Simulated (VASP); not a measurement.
# Cu (Fm-3m) in VASP: a series of runs

The runs below take Cu through single point, relaxation of cell and atoms, with PBE, RPBE+D3(BJ), PBE+D3(BJ).

Everything below comes from runs of VASP 6.6.1. Logs are shortened: lines on timing, memory, paths and dates and some standing lists are left out, and cuts for length are marked.

### 1 The cell of the first run

It takes space group Fm-3m (No. 225, cubic). The conventional cell has a = 3.615 Å, b = 3.615 Å, c = 3.615 Å, α = 90.00°, β = 90.00°, γ = 90.00°. Cu (site symmetry m-3m) has 12 Cu at 2.56 Å within 3.4 Å.

### 2 Single point, PBE

Contents of INCAR:

```
SYSTEM = Cu
PREC = Accurate
ENCUT = 600
EDIFF = 1E-6
ISMEAR = 0
SIGMA = 0.014
LREAL = .FALSE.
LASPH = .TRUE.
NELM = 120
ALGO = Normal
ISIF = 2
LWAVE = .FALSE.
LCHARG = .FALSE.
GGA = PE
NBANDS = 12
GGA_COMPAT = .FALSE.
```

Contents of KPOINTS:

```
regular mesh
0
G
  13 13 13
  0 0 0
```

Contents of POSCAR:

```
Cu
1.0
    0.0000000000      1.8075000000      1.8075000000
    1.8075000000      0.0000000000      1.8075000000
    1.8075000000      1.8075000000      0.0000000000
Cu
1
Direct
    0.0000000000      0.0000000000      0.0000000000
```

Potentials or basis: VASP PAW PBE potentials, release 64 (Cu).

On the command line:

```
$ cat potpaw_PBE.64/Cu/POTCAR > POTCAR
$ mpirun -np 1 vasp_std > vasp.out
```

OUTCAR:

```text
SYSTEM = Cu
   PREC = Accurate
   ENCUT = 600
   EDIFF = 1E-6
   ISMEAR = 0
   LREAL = .FALSE.
   LASPH = .TRUE.
   NELM = 120
   ISIF = 2
   GGA = PE

 ion  position               nearest neighbor table
   1  0.000  0.000  0.000-

  LATTYP: Found a face centered cubic cell.
 ALAT       =     3.6150000000

  Lattice vectors:

 A1 = (   0.0000000000,   1.8075000000,   1.8075000000)
 A2 = (   1.8075000000,   0.0000000000,   1.8075000000)
 A3 = (   1.8075000000,   1.8075000000,   0.0000000000)

Analysis of symmetry for initial positions (statically):
=====================================================================
 Subroutine PRICEL returns:
 Original cell was already a primitive cell.

 Routine SETGRP: Setting up the symmetry group for a
 face centered cubic supercell.

 Subroutine GETGRP returns: Found 48 space group operations
[... 9 lines left out ...]

 Routine SETGRP: Setting up the symmetry group for a
 face centered cubic supercell.

 Subroutine GETGRP returns: Found 48 space group operations
[... 11 lines left out ...]
                                     Primitive cell

  volume of cell :      11.8104

  direct lattice vectors                    reciprocal lattice vectors
     0.000000000  1.807500000  1.807500000    -0.276625173  0.276625173  0.276625173
     1.807500000  0.000000000  1.807500000     0.276625173 -0.276625173  0.276625173
     1.807500000  1.807500000  0.000000000     0.276625173  0.276625173 -0.276625173

  length of vectors
     2.556191014  2.556191014  2.556191014     0.479128854  0.479128854  0.479128854

  position of ions in fractional coordinates (direct lattice)
     0.000000000  0.000000000  0.000000000

  ion indices of the primitive-cell ions
   primitive index   ion index
                 1           1

----------------------------------------------------------------------------------------

 KPOINTS: regular mesh

Automatic generation of k-mesh.
 Grid dimensions read from file:
 generate k-points for:   13   13   13

 Generating k-lattice:

  Cartesian coordinates                     Fractional coordinates (reciprocal lattice)
    -0.021278859  0.021278859  0.021278859     0.076923077  0.000000000  0.000000000
     0.021278859 -0.021278859  0.021278859     0.000000000  0.076923077  0.000000000
     0.021278859  0.021278859 -0.021278859     0.000000000  0.000000000  0.076923077

  Length of vectors
     0.036856066  0.036856066  0.036856066

  Shift w.r.t. Gamma in fractional coordinates (k-lattice)
     0.000000000  0.000000000  0.000000000

 Subroutine IBZKPT returns following result:
 ===========================================

 Found     84 irreducible k-points:

 Following reciprocal coordinates:
            Coordinates               Weight
  0.000000  0.000000  0.000000      1.000000
  0.076923  0.000000  0.000000      8.000000
  0.153846  0.000000  0.000000      8.000000
  0.230769  0.000000  0.000000      8.000000
  0.307692  0.000000  0.000000      8.000000
  0.384615  0.000000  0.000000      8.000000
[... 16 lines left out ...]
  0.384615  0.153846  0.000000     24.000000
  0.461538  0.153846  0.000000     24.000000
 [... further k-points ...]
   k-points           NKPTS =     84   k-points in BZ     NKDIM =     84   number of bands    NBANDS=     12
   number of dos      NEDOS =    301   number of ions     NIONS =      1
   total plane-waves  NPLWV =   8000
   dimension x,y,z NGX =    20 NGY =   20 NGZ =   20
   dimension x,y,z NGXF=    40 NGYF=   40 NGZF=   40
   ions per type =               1
   NGX,Y,Z   is equivalent  to a cutoff of  13.01, 13.01, 13.01 a.u.
   NGXF,Y,Z  is equivalent  to a cutoff of  26.01, 26.01, 26.01 a.u.
 SYSTEM =  Cu
   PREC   = accura    normal or accurate (medium, high low for compatibility)
   ISTART =      0    job   : 0-new  1-cont  2-samecut
   ICHARG =      2    charge: 1-file 2-atom 10-const
   ISPIN  =      1    spin polarized calculation?
   LNONCOLLINEAR =      F non collinear calculations
   LSORBIT =      F    spin-orbit coupling
   LASPH  =      T    aspherical Exc in radial PAW
   ENCUT  =  600.0 eV  44.10 Ry    6.64 a.u.   5.11  5.11  5.11*2*pi/ulx,y,z
   NELM   =    120;   NELMIN=  2; NELMDL= -5     # of ELM steps
   EDIFF  = 0.1E-05   stopping-criterion for ELM
   LREAL  =      F    real-space projection
   EDIFFG = 0.1E-04   stopping-criterion for IOM
   NSW    =      0    number of steps for IOM
   IBRION =     -1    ionic relax: 0-MD 1-quasi-New 2-CG
   NFREE  =      0    steps in history (QN), initial steepest desc. (CG)
   ISIF   =      2    stress and relaxation
   ISYM   =      2    0-nonsym 1-usesym 2-fastsym
   POTIM  = 0.5000    time-step for ionic-motion
   TEBEG  =    0.0;   TEEND  =   0.0 temperature during run
   PSTRESS=    0.0 pullay stress
   NELECT =      11.0000    total number of electrons
   NUPDOWN=      -1.0000    fix difference up-down
   EMIN   =  10.00;   EMAX   =-10.00  energy-range for DOS
   EFERMI =   0.00;   METHOD = LEGACY
   ISMEAR =     0;   SIGMA  =   0.01  broadening in eV -4-tet -1-fermi 0-gaus
   EFERMI_NEDOS =   21; number of points for ismear=-14 and -15
   IALGO  =     38    algorithm
   IMIX   =      4    mixing-type and parameters
     AMIX     =   0.40;   BMIX     =  1.00
     AMIX_MAG =   1.60;   BMIX_MAG =  1.00
  volume/ion in A,a.u.               =      11.81        79.70
  Fermi-wavevector in a.u.,A,eV,Ry     =   1.598763  3.021224 34.777078  2.556043
  Thomas-Fermi vector in A             =   2.696162
   LORBIT       =      0    0 simple, 1 ext, 2 COOP (PROOUT), +10 PAW based schemes
   GGA     = PE    functional components
   LHFCALC =     F    Hartree Fock is set to
   AEXX    =    0.0000 exact exchange contribution
   IVDW    =     0    specifies the selected vdW correction
   LEPSILON=     F    determine dielectric tensor
   LRPA    =     F    only Hartree local field effects (RPA)
 non-spin polarized calculation
 Gauss-broadening in eV      SIGMA  =   0.01
  energy-cutoff  :      600.00
  volume of cell :       11.81
 maximum number of plane-waves:       411
   NGX = 11   NGY = 11   NGZ = 11

 number of electron      11.0000001 magnetization

 Free energy of the ion-electron system (eV)
  ---------------------------------------------------
  ext. energy  EPLUGINS =         0.00000000
  ---------------------------------------------------
  free energy    TOTEN  =        -3.72689494 eV

  energy without entropy =       -3.72683764  energy(sigma->0) =       -3.72686629

 E-fermi :   7.7913     XC(G=0): -12.7264

 val. band max:        7.7774051905   @ k =   0.4615   0.3077   0.0000
 cond. band min:       7.8068554660   @ k =  -0.3846   0.1538   0.0000
 fundamental gap:      0.0294502754
 Fermi energy:         7.7913498946

 k-point     1 :       0.0000    0.0000    0.0000
  band No.  band energies     occupation
      1      -1.7660      2.00000
      2       4.5521      2.00000
      3       4.5521      2.00000
      4       4.5521      2.00000
      5       5.3733      2.00000
      6       5.3733      2.00000
      7      30.1795      0.00000
      8      32.8235      0.00000
      9      32.8235      0.00000
     10      32.8235      0.00000
     11      35.3137      0.00000
     12      35.3137      0.00000

 k-point     2 :       0.0769    0.0000    0.0000
  band No.  band energies     occupation
      1      -1.5508      2.00000
      2       4.5072      2.00000
      3       4.5919      2.00000
      4       4.5919      2.00000
      5       5.3582      2.00000
      6       5.3582      2.00000
      7      28.7438      0.00000
      8      31.1144      0.00000
      9      32.2074      0.00000
     10      32.2074      0.00000
     11      36.2296      0.00000
     12      36.2296      0.00000

 k-point     3 :       0.1538    0.0000    0.0000
  band No.  band energies     occupation
      1      -0.9198      2.00000
      2       4.3976      2.00000
      3       4.6778      2.00000
      4       4.6778      2.00000
      5       5.3440      2.00000
      6       5.3440      2.00000
      7      24.8947      0.00000
      8      30.6751      0.00000
      9      31.2884      0.00000
     10      31.2884      0.00000
     11      37.1668      0.00000
     12      37.6552      0.00000

 k-point     4 :       0.2308    0.0000    0.0000
  band No.  band energies     occupation
      1       0.0686      2.00000
      2       4.3038      2.00000
      3       4.7145      2.00000
      4       4.7145      2.00000
      5       5.4177      2.00000
      6       5.4177      2.00000
      7      20.9731      0.00000
      8      30.2061      0.00000
      9      30.5516      0.00000
     10      30.5516      0.00000
     11      36.5387      0.00000
     12      36.5387      0.00000

 k-point     5 :       0.3077    0.0000    0.0000
  band No.  band energies     occupation
      1       1.2392      2.00000
      2       4.4099      2.00000
      3       4.6597      2.00000
      4       4.6597      2.00000
      5       5.6020      2.00000
      6       5.6020      2.00000
      7      17.3247      0.00000
      8      29.5888      0.00000
      9      30.0519      0.00000
     10      30.0519      0.00000
     11      34.7869      0.00000
     12      34.7869      0.00000
[... 228 lines left out ...]
      1       0.0837      2.00000
      2       4.0927      2.00000
      3       4.8293      2.00000
      4       4.9307      2.00000
      5       5.1531      2.00000
      6       5.5621      2.00000
      7      24.1122      0.00000
      8      26.6492      0.00000
      9      28.0434      0.00000
     10      29.8209      0.00000
     11      32.4493      0.00000
     12      39.9396      0.00000

 k-point    22 :       0.3077    0.1538    0.0000
  band No.  band energies     occupation
      1       1.0997      2.00000
      2       3.9887      2.00000
      3       4.6559      2.00000
      4       4.9571      2.00000
      5       5.5238      2.00000
      6       5.7025      2.00000
      7      20.2971      0.00000
      8      25.8981      0.00000
      9      27.2123      0.00000
     10      28.8283      0.00000
     11      34.1841      0.00000
     12      39.1854      0.00000

 k-point    23 :       0.3846    0.1538    0.0000
  band No.  band energies     occupation
      1       2.1470      2.00000
      2       4.0329      2.00000
      3       4.5012      2.00000
      4       4.9022      2.00000
      5       5.8656      2.00000
      6       6.1581      2.00000
      7      16.7600      0.00000
      8      25.5965      0.00000
      9      25.8406      0.00000
     10      28.1541      0.00000
     11      37.0281      0.00000
     12      38.4943      0.00000

 k-point    24 :       0.4615    0.1538    0.0000
  band No.  band energies     occupation
      1       2.7605      2.00000
      2       4.1973      2.00000
      3       4.5635      2.00000
      4       4.8270      2.00000
      5       5.9579      2.00000
      6       7.2495      2.00000
      7      13.6616      0.00000
      8      24.4474      0.00000
      9      25.7801      0.00000
     10      27.9921      0.00000
     11      37.7277      0.00000
     12      37.8348      0.00000

 [... further k-points ...]
[... 5 lines left out ...]
  --------------------------------------------------------------------------------------
  -------------------------------------------------------------------------------------
  Total        0.1672945      0.1672945      0.1672945      0.0000000      0.0000000     -0.0000000
  in kB       22.6948522     22.6948522     22.6948522      0.0000000      0.0000000     -0.0000000
  external PRESSURE =      22.6948522 kB  Pullay stress =       0.0000000 kB

 VOLUME and BASIS-vectors are now :
 -----------------------------------------------------------------------------
  energy-cutoff  :      600.00
  volume of cell :       11.81
      direct lattice vectors                 reciprocal lattice vectors
     0.000000000  1.807500000  1.807500000    -0.276625173  0.276625173  0.276625173
     1.807500000  0.000000000  1.807500000     0.276625173 -0.276625173  0.276625173
     1.807500000  1.807500000  0.000000000     0.276625173  0.276625173 -0.276625173

 POSITION                                       TOTAL-FORCE (eV/Angst)
 -----------------------------------------------------------------------------------
      0.00000      0.00000      0.00000        -0.000000      0.000000     -0.000000
 -----------------------------------------------------------------------------------
    total drift:                               -0.000000     -0.000000     -0.000000

  FREE ENERGIE OF THE ION-ELECTRON SYSTEM (eV)
  ---------------------------------------------------
  free  energy   TOTEN  =        -3.7268949435 eV

  energy  without entropy=       -3.7268376447  energy(sigma->0) =       -3.72686629
```

It took 18 s on 1 thread of AMD EPYC 7R13, shared host; peak memory 0.1 GiB.

Results:

| Item | Value |
| --- | --- |
| Free energy | -3.7269 eV |
| Pressure | 2.3 GPa |

Levels at points of the mesh, in eV from the Fermi level:
| k point | band 3 | band 4 | band 5 | band 6 | band 7 | band 8 | band 9 | band 10 |
| --- | --- | --- | --- | --- | --- | --- | --- | --- |
| (0.00, 0.00, 0.00) | -3.24 | -3.24 | -2.42 | -2.42 | 22.39 | 25.03 | 25.03 | 25.03 |

### 3 Single point, PBE

Contents of INCAR:

```
SYSTEM = Cu
  PREC = Accurate
  ENCUT = 600
  EDIFF = 1E-6
  ISMEAR = 0
  SIGMA = 0.02
  LREAL = .FALSE.
  LASPH = .TRUE.
  NELM = 120
  ALGO = Normal
  ISIF = 2
  LWAVE = .FALSE.
  LCHARG = .FALSE.
  GGA = PE
  NBANDS = 12
  GGA_COMPAT = .FALSE.
```

Contents of KPOINTS:

```
Automatic mesh
0
G
  13 13 13
  0 0 0
```

POSCAR is that of step 2.

Potentials or basis: VASP PAW PBE potentials, release 64 (Cu).

On the command line:

```
$ cat potpaw_PBE.64/Cu/POTCAR > POTCAR
$ mpirun -np 1 vasp_std > vasp.out
```

Run time: 23 s. Hardware: 1 thread of AMD EPYC 7R13, shared host; peak memory 0.1 GiB.

The run converged. Its results:

```yaml
Free_energy: -3.7269 eV
Pressure: 2.3 GPa
```

Levels at points of the mesh, in eV from the Fermi level:
```
           k point  band 3  band 4  band 5  band 6  band 7  band 8  band 9  band 10
(0.00, 0.00, 0.00)   -3.24   -3.24   -2.42   -2.42   22.39   25.03   25.03    25.03
```

(Part 1 of 2 ends here.)
